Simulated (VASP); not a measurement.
Write the native input for VASP 6.6.1 that does the following.

```
Task                   : relaxation of cell and atoms
Functional             : PBE
Potentials or basis    : VASP PAW PBE potentials, release 64 (Sn_d, Te)
Cutoff                 : 600 eV
k mesh                 : 6 × 6 × 6
Occupations            : gaussian, width 0.2 eV
Spin                   : no spin polarisation
Dipole correction      : no
Further INCAR settings : ALGO = Normal; EDIFF = 1e-06; IBRION = 2; EDIFFG = -0.025; NSW = 80; ISIF = 3
```

The structure of SnTe lies in POSCAR:

```
SnTe
1.0
   -3.1532393939      0.0075821128     -3.1541008334
   -3.1993915072     -3.1638332907      0.0537342261
   -6.5252489041      3.2365649543      3.3652888369
Sn Te
2 2
Direct
    0.5012824739      0.4978441843      0.5073131851
    0.9915450911      1.0007732857      1.0067359827
    0.2547004495      0.2562537842      0.2451353278
    0.7524719854      0.7451287457      0.7408155044
```

One way to write it, as run:

INCAR

```
PREC     = Accurate       # precision mode
ENCUT    = 600            # plane-wave cutoff, eV
EDIFF    = 1E-6           # SCF threshold, eV
ISMEAR   = 0              # smearing method
SIGMA    = 0.2            # smearing width, eV
LREAL    = F              # projectors in reciprocal space
LASPH    = T              # aspherical terms in the spheres
NELM     = 80             # most SCF steps
ALGO     = Normal         # electronic algorithm
ISIF     = 3              # what is computed and relaxed
LWAVE    = F              # write WAVECAR
LCHARG   = F              # write CHGCAR
GGA      = PE             # functional
IBRION   = 2              # ionic algorithm
NSW      = 80             # ionic steps
EDIFFG   = -0.025         # ionic threshold
```

KPOINTS

```
Automatic mesh
0
Gamma
  6 6 6
```

Potentials or basis: VASP PAW PBE potentials, release 64 (Sn_d, Te).

Launch:

```bash
$ cat potpaw_PBE.64/Sn_d/POTCAR potpaw_PBE.64/Te/POTCAR > POTCAR
$ mpirun -np 1 vasp_std > vasp.out
```

It gave:

The relaxed volume is 33.24 Å³/atom, the relaxed cell is a = 4.516 Å, b = 4.525 Å, c = 7.952 Å, α = 73.36°, β = 73.52°, γ = 60.06° and the space group after relaxing (to 0.1 Å) is R3m (No. 160). The energy gained by relaxing is 5.9 meV/atom and the ionic steps are 15. The pressure after relaxing is 0.0 GPa. The largest force after relaxing is 0.019 eV/Å and the band gap on the k mesh is 0.24 eV.

Caveat: semilocal functionals underestimate gaps, and a narrow one can read as zero; spin-orbit coupling is left out, which moves the levels of the heavy elements.

Run time: 36 min on 1 thread of Oxide Virtual Turin-like Processor, on a shared host, peak memory 0.55 GiB.
